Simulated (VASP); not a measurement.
# Ti2Cd (I4/mmm) in VASP: electric field gradients with LDA

Aim: the electric field gradients of Ti2Cd with LDA.

Program: VASP 6.6.1. These are calculated values, not measurements. Logs are shortened: lines on timing, memory, paths and dates and some standing lists are left out, and cuts for length are marked.

### 1 The cell of the first run

Symmetry: I4/mmm, No. 139, tetragonal system. The conventional cell has a = 2.922 Å, b = 2.922 Å, c = 13.420 Å, α = 90.00°, β = 90.00°, γ = 90.00°. Within 3.8 Å of Ti (site symmetry 4mm) lie 8 Ti at 2.87 to 2.92 Å and 4 Cd at 3.14 Å. Cd (site symmetry 4/mmm) has 4 Cd at 2.92 Å and 8 Ti at 3.14 Å within 3.8 Å.

### 2 Electric field gradients, LDA (equal xx and yy strain of +2 %)

File INCAR:

```
PREC = Accurate ; ENCUT = 520
EDIFF = 1E-8 ; ISMEAR = -1
SIGMA = 0.08 ; LREAL = False
LASPH = True ; NELM = 60
ALGO = Normal ; ISIF = 2
LWAVE = False ; LCHARG = False
GGA = CA ; LEFG = True
NBANDS = 25
```

File KPOINTS:

```
Automatic mesh
0
Gamma
  16 16 16
```

File POSCAR:

```
Ti2Cd
1.0
   -1.4611500000      1.4611500000      6.7100000000
    1.4611500000     -1.4611500000      6.7100000000
    1.4611500000      1.4611500000     -6.7100000000
Ti Cd
2 1
Direct
    0.3240000000      0.3240000000      0.0000000000
    0.6760000000      0.6760000000      0.0000000000
    0.0000000000      0.0000000000      0.0000000000
```

Potentials or basis: VASP PAW LDA potentials, release 64 (Ti_sv, Cd).

The run is started by

```
$ cat potpaw_LDA.64/Ti_sv/POTCAR potpaw_LDA.64/Cd/POTCAR > POTCAR
$ mpirun -np 1 vasp_std > vasp.out
```

OUTCAR:

```text
PREC = Accurate
   ENCUT = 520
   EDIFF = 1E-8
   ISMEAR = -1
   LREAL = False
   LASPH = True
   NELM = 60
   ISIF = 2
   GGA = CA

 ion  position               nearest neighbor table
   1  0.324  0.324  0.000-   2 2.87   2 2.87   2 2.87   2 2.87   3 3.14   3 3.14   3 3.14   3 3.14

   2  0.676  0.676  0.000-   1 2.87   1 2.87   1 2.87   1 2.87   3 3.14   3 3.14   3 3.14   3 3.14

   3  0.000  0.000  0.000-   2 3.14   2 3.14   2 3.14   1 3.14   1 3.14   1 3.14   2 3.14   1 3.14

  LATTYP: Found a body centered tetragonal cell.
 ALAT       =     2.9223000000
 C/A-ratio  =     4.5922732095

  Lattice vectors:

 A1 = (  -1.4611500000,   1.4611500000,   6.7100000000)
 A2 = (   1.4611500000,  -1.4611500000,   6.7100000000)
 A3 = (   1.4611500000,   1.4611500000,  -6.7100000000)

Analysis of symmetry for initial positions (statically):
=====================================================================
 Subroutine PRICEL returns:
 Original cell was already a primitive cell.

 Routine SETGRP: Setting up the symmetry group for a
 body centered tetragonal supercell.

 Subroutine GETGRP returns: Found 16 space group operations
 (whereof 16 operations were pure point group operations)
 out of a pool of 16 trial point group operations.

The static configuration has the point symmetry D_4h.

Analysis of symmetry for dynamics (positions and initial velocities):
=====================================================================
 Subroutine PRICEL returns:
 Original cell was already a primitive cell.

 Routine SETGRP: Setting up the symmetry group for a
 body centered tetragonal supercell.

 Subroutine GETGRP returns: Found 16 space group operations
 (whereof 16 operations were pure point group operations)
 out of a pool of 16 trial point group operations.

The dynamic configuration has the point symmetry D_4h.

 Subroutine INISYM returns: Found 16 space group operations
 (whereof 16 operations are pure point group operations),
 and found     1 'primitive' translations

----------------------------------------------------------------------------------------

                                     Primitive cell

  volume of cell :      57.3023

  direct lattice vectors                    reciprocal lattice vectors
    -1.461150000  1.461150000  6.710000000     0.000000000  0.342196215  0.074515648
     1.461150000 -1.461150000  6.710000000     0.342196215  0.000000000  0.074515648
     1.461150000  1.461150000 -6.710000000     0.342196215  0.342196215  0.000000000

  length of vectors
     7.020969922  7.020969922  7.020969922     0.350215407  0.350215407  0.483938529

  position of ions in fractional coordinates (direct lattice)
     0.324000000  0.324000000  0.000000000
     0.676000000  0.676000000  0.000000000
     0.000000000  0.000000000  0.000000000

  ion indices of the primitive-cell ions
   primitive index   ion index
                 1           1
                 2           2
                 3           3

----------------------------------------------------------------------------------------

 KPOINTS: Automatic mesh

Automatic generation of k-mesh.
 Grid dimensions read from file:
 generate k-points for:   16   16   16

 Generating k-lattice:

  Cartesian coordinates                     Fractional coordinates (reciprocal lattice)
     0.000000000  0.021387263  0.004657228     0.062500000  0.000000000 -0.000000000
     0.021387263  0.000000000  0.004657228     0.000000000  0.062500000 -0.000000000
     0.021387263  0.021387263  0.000000000     0.000000000  0.000000000  0.062500000

  Length of vectors
     0.021888463  0.021888463  0.030246158

  Shift w.r.t. Gamma in fractional coordinates (k-lattice)
     0.000000000  0.000000000  0.000000000

 Subroutine IBZKPT returns following result:
 ===========================================

 Found    349 irreducible k-points:

 Following reciprocal coordinates:
            Coordinates               Weight
  0.000000  0.000000  0.000000      1.000000
  0.062500  0.000000  0.000000      8.000000
  0.125000  0.000000  0.000000      8.000000
  0.187500  0.000000  0.000000      8.000000
  0.250000  0.000000  0.000000      8.000000
  0.312500  0.000000  0.000000      8.000000
[... 16 lines left out ...]
 -0.125000  0.062500  0.000000     16.000000
 -0.062500  0.062500  0.000000      4.000000
 [... further k-points ...]
   k-points           NKPTS =    349   k-points in BZ     NKDIM =    349   number of bands    NBANDS=     25
   number of dos      NEDOS =    301   number of ions     NIONS =      3
   total plane-waves  NPLWV = 157464
   dimension x,y,z NGX =    54 NGY =   54 NGZ =   54
   dimension x,y,z NGXF=   108 NGYF=  108 NGZF=  108
   ions per type =               2   1
   NGX,Y,Z   is equivalent  to a cutoff of  12.79, 12.79, 12.79 a.u.
   NGXF,Y,Z  is equivalent  to a cutoff of  25.57, 25.57, 25.57 a.u.
 SYSTEM =  unknown system
   PREC   = accura    normal or accurate (medium, high low for compatibility)
   ISTART =      0    job   : 0-new  1-cont  2-samecut
   ICHARG =      2    charge: 1-file 2-atom 10-const
   ISPIN  =      1    spin polarized calculation?
   LNONCOLLINEAR =      F non collinear calculations
   LSORBIT =      F    spin-orbit coupling
   LASPH  =      T    aspherical Exc in radial PAW
   ENCUT  =  520.0 eV  38.22 Ry    6.18 a.u.  13.05 13.05 13.05*2*pi/ulx,y,z
   NELM   =     60;   NELMIN=  2; NELMDL= -5     # of ELM steps
   EDIFF  = 0.1E-07   stopping-criterion for ELM
   LREAL  =      F    real-space projection
   EDIFFG = 0.1E-06   stopping-criterion for IOM
   NSW    =      0    number of steps for IOM
   IBRION =     -1    ionic relax: 0-MD 1-quasi-New 2-CG
   NFREE  =      0    steps in history (QN), initial steepest desc. (CG)
   ISIF   =      2    stress and relaxation
   ISYM   =      2    0-nonsym 1-usesym 2-fastsym
   POTIM  = 0.5000    time-step for ionic-motion
   TEBEG  =    0.0;   TEEND  =   0.0 temperature during run
   PSTRESS=    0.0 pullay stress
   NELECT =      36.0000    total number of electrons
   NUPDOWN=      -1.0000    fix difference up-down
   EMIN   =  10.00;   EMAX   =-10.00  energy-range for DOS
   EFERMI =   0.00;   METHOD = LEGACY
   ISMEAR =    -1;   SIGMA  =   0.08  broadening in eV -4-tet -1-fermi 0-gaus
   EFERMI_NEDOS =   21; number of points for ismear=-14 and -15
   IALGO  =     38    algorithm
   IMIX   =      4    mixing-type and parameters
     AMIX     =   0.40;   BMIX     =  1.00
     AMIX_MAG =   1.60;   BMIX_MAG =  1.00
  volume/ion in A,a.u.               =      19.10       128.90
  Fermi-wavevector in a.u.,A,eV,Ry     =   1.402119  2.649621 26.748217  1.965938
  Thomas-Fermi vector in A             =   2.524913
   LORBIT       =      0    0 simple, 1 ext, 2 COOP (PROOUT), +10 PAW based schemes
   GGA     = CA    functional components
   LHFCALC =     F    Hartree Fock is set to
   AEXX    =    0.0000 exact exchange contribution
   IVDW    =     0    specifies the selected vdW correction
   LEPSILON=     F    determine dielectric tensor
   LRPA    =     F    only Hartree local field effects (RPA)
 non-spin polarized calculation
  energy-cutoff  :      520.00
  volume of cell :       57.30
 maximum number of plane-waves:      1570
 NGX is ok and might be reduce to    54
   NGX = 27   NGY = 27   NGZ = 27

 number of electron      36.0000000 magnetization

 Free energy of the ion-electron system (eV)
  ---------------------------------------------------
  ext. energy  EPLUGINS =         0.00000000
  ---------------------------------------------------
  free energy    TOTEN  =       -18.74351705 eV

  energy without entropy =      -18.69089082  energy(sigma->0) =      -18.71720393

 E-fermi :   5.7383     XC(G=0): -11.5544

 val. band max:        5.7360485029   @ k =  -0.3750  -0.4375   0.3125
 cond. band min:       5.7384965250   @ k =   0.3750   0.0000   0.0000
 fundamental gap:      0.0024480220
 Fermi energy:         5.7383059944

 k-point     1 :       0.0000    0.0000    0.0000
  band No.  band energies     occupation
      1     -50.5314      2.00000
      2     -50.4336      2.00000
      3     -27.2614      2.00000
      4     -27.0005      2.00000
      5     -27.0005      2.00000
      6     -26.9226      2.00000
[... 17 lines left out ...]
     24       8.3460      0.00000
     25       8.3460      0.00000

 k-point     2 :       0.0625    0.0000    0.0000
  band No.  band energies     occupation
      1     -50.5290      2.00000
      2     -50.4330      2.00000
      3     -27.2591      2.00000
      4     -27.0222      2.00000
      5     -26.9980      2.00000
      6     -26.9146      2.00000
[... 17 lines left out ...]
     24       8.4145      0.00000
     25       8.4393      0.00000

 k-point     3 :       0.1250    0.0000    0.0000
  band No.  band energies     occupation
      1     -50.5219      2.00000
      2     -50.4314      2.00000
      3     -27.2536      2.00000
      4     -27.0721      2.00000
      5     -26.9907      2.00000
      6     -26.9056      2.00000
[... 17 lines left out ...]
     24       8.5519      0.00000
     25       8.5606      0.00000

 k-point     4 :       0.1875    0.0000    0.0000
  band No.  band energies     occupation
      1     -50.5109      2.00000
      2     -50.4294      2.00000
      3     -27.2492      2.00000
      4     -27.1355      2.00000
      5     -26.9793      2.00000
      6     -26.9516      2.00000
[... 17 lines left out ...]
     24       8.4318      0.00000
     25       8.6322      0.00000
[... 477 lines left out ...]
 k-point    22 :      -0.1875    0.0625   -0.0000
  band No.  band energies     occupation
      1     -50.5086      2.00000
      2     -50.4286      2.00000
      3     -27.2468      2.00000
      4     -27.1324      2.00000
      5     -26.9995      2.00000
      6     -26.9524      2.00000
[... 17 lines left out ...]
     24       8.4256      0.00000
     25       8.4485      0.00000

 k-point    23 :      -0.1250    0.0625    0.0000
  band No.  band energies     occupation
      1     -50.5195      2.00000
      2     -50.4307      2.00000
      3     -27.2513      2.00000
      4     -27.0697      2.00000
      5     -27.0106      2.00000
      6     -26.9066      2.00000
[... 17 lines left out ...]
     24       8.3583      0.00000
     25       8.5542      0.00000

 k-point    24 :      -0.0625    0.0625    0.0000
  band No.  band energies     occupation
      1     -50.5265      2.00000
      2     -50.4324      2.00000
      3     -27.2569      2.00000
      4     -27.0247      2.00000
      5     -27.0139      2.00000
      6     -26.9074      2.00000
[... 17 lines left out ...]
     24       8.3214      0.00000
     25       8.5956      0.00000

 [... further k-points ...]

------------------------ aborting loop because EDIFF is reached ----------------------------------------

  FORCE on cell =-STRESS in cart. coord.  units (eV):
  Direction    XX          YY          ZZ          XY          YZ          ZX
  --------------------------------------------------------------------------------------
  -------------------------------------------------------------------------------------
  Total       -4.0075827     -4.0075827     -3.5871427      0.0000000     -0.0000000      0.0000000
  in kB     -112.0523484   -112.0523484   -100.2968107      0.0000000     -0.0000000      0.0000000
  external PRESSURE =    -108.1338358 kB  Pullay stress =       0.0000000 kB

 VOLUME and BASIS-vectors are now :
 -----------------------------------------------------------------------------
  energy-cutoff  :      520.00
  volume of cell :       57.30
      direct lattice vectors                 reciprocal lattice vectors
    -1.461150000  1.461150000  6.710000000     0.000000000  0.342196215  0.074515648
     1.461150000 -1.461150000  6.710000000     0.342196215  0.000000000  0.074515648
     1.461150000  1.461150000 -6.710000000     0.342196215  0.342196215  0.000000000

 POSITION                                       TOTAL-FORCE (eV/Angst)
 -----------------------------------------------------------------------------------
      0.00000      0.00000      4.34808        -0.000000     -0.000000     -0.324014
      0.00000      0.00000      9.07192        -0.000000     -0.000000      0.324014
      0.00000      0.00000      0.00000         0.000000      0.000000     -0.000000
 -----------------------------------------------------------------------------------
    total drift:                                0.000000     -0.000000      0.000000

  FREE ENERGIE OF THE ION-ELECTRON SYSTEM (eV)
  ---------------------------------------------------
  free  energy   TOTEN  =       -18.7435170457 eV

  energy  without entropy=      -18.6908908232  energy(sigma->0) =      -18.71720393

 Electric field gradients (V/A^2)
---------------------------------------------------------------------
 ion       V_xx      V_yy      V_zz      V_xy      V_xz      V_yz
---------------------------------------------------------------------
   1      -0.070    -0.070     0.139     0.000     0.000     0.000
   2      -0.070    -0.070     0.139     0.000     0.000     0.000
   3      42.153    42.153   -84.307    -0.001    -0.000    -0.000
---------------------------------------------------------------------

 Electric field gradients after diagonalization (V/A^2)
 (convention: |V_zz| > |V_xx| > |V_yy|)
----------------------------------------------------------------------
 ion       V_xx      V_yy      V_zz     asymmetry (V_yy - V_xx)/ V_zz
----------------------------------------------------------------------
   1      -0.070    -0.069     0.139       0.006
   2      -0.070    -0.069     0.139       0.006
   3      42.154    42.153   -84.307       0.000
----------------------------------------------------------------------

           NMR quadrupolar parameters

 Cq : quadrupolar parameter    Cq=e*Q*V_zz/h
 eta: asymmetry parameters     (V_yy - V_xx)/ V_zz
 Q  : nuclear electric quadrupole moment in mb (millibarn)
----------------------------------------------------------------------
 ion       Cq(MHz)       eta       Q (mb)
----------------------------------------------------------------------
   1       0.000       0.006       1.000
   2       0.000       0.006       1.000
   3      -0.204       0.000       1.000
----------------------------------------------------------------------
```

It took 76 min on 1 thread of Intel Xeon 8259CL, shared host; peak memory 0.67 GiB.

What came out:

```
Free energy                             : -18.7435 eV
Pressure                                : -10.8 GPa
Largest force                           : 0.324 eV/Å
Band gap on the k mesh                  : zero (bands 18 and 19 overlap by 0.51 eV)
Largest electric field gradient by atom : Ti +0.1; Cd -84.3 V/Å²
```

Forces on the atoms (eV/Å):
```
Ti   0.000  0.000 -0.324
Ti   0.000  0.000  0.324
Cd   0.000  0.000  0.000
```

Stress tensor (GPa, compression positive):
```
-11.21   0.00   0.00
  0.00 -11.21   0.00
  0.00   0.00 -10.03
```

Electric field gradients, principal values (V/Å²):
```
atom   least  middle  greatest (by size)
1 Ti  -0.069  -0.070               0.139
2 Ti  -0.069  -0.070               0.139
3 Cd  42.153  42.154             -84.307
```

Caveat: the cell differs from its parent crystal (equal xx and yy strain of +2 %); the cell stands under tension; without QUAD_EFG the Cq values of the log hold for a quadrupole moment of 1 mb, not for the nuclei.
